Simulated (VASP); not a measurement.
# K2Ge: single point with PBE

The system is K2Ge.

```xyz
3
Lattice="-2.0658 2.0658 6.9059 2.0658 -2.0658 6.9059 2.0658 2.0658 -6.9059" Properties=species:S:1:pos:R:3 pbc="T T T"
K     0.0000    0.0000    8.7845
K     0.0000    0.0000    5.0273
Ge    0.0000    0.0000    0.0000
```

```
Program                : VASP 6.6.1
Task                   : single point
Functional             : PBE
Potentials or basis    : VASP PAW PBE potentials, release 64 (K_sv, Ge_d)
Cutoff                 : 520 eV
k mesh                 : 6 × 6 × 6
Occupations            : gaussian, width 0.1 eV
Spin                   : no spin polarisation
Dipole correction      : no
Further INCAR settings : ALGO = Fast; EDIFF = 1e-06; NBANDS = 23
```

```json
{"Pressure": "0.1 GPa", "Largest force": "0.011 eV/Å", "Band gap on the k mesh": "zero (band 16 reaches 2.43 eV, above the bottom of band 17 at 0.60 eV)"}
```

Forces in eV/Å, atoms in the order of the input:
```
K    0.000  0.000  0.011
K    0.000  0.000 -0.011
Ge   0.000  0.000  0.000
```

Stress tensor (GPa, compression positive):
```
-0.04  0.00  0.00
 0.00 -0.04  0.00
 0.00  0.00  0.23
```

Levels at points of the mesh, in eV from the Fermi level:
```csv
k point,band 14,band 15,band 16,band 17,band 18,band 19
"(0.00, 0.00, 0.00)",-7.60,-1.01,-0.24,1.48,1.48,3.70
"(0.50, 0.00, 0.00)",-7.05,-1.59,-0.07,1.31,1.74,2.38
"(0.50, 0.50, 0.00)",-6.69,-0.89,-0.88,-0.04,2.69,2.93
"(0.50, 0.50, 0.50)",-7.56,-1.85,1.49,1.49,2.02,2.62
```

Wall time 12 min on 1 thread of Intel(R) Xeon(R) Platinum 8259CL CPU @ 2.50GHz (Skylake/Cascade Lake) (shared host), peak memory 0.46 GiB.
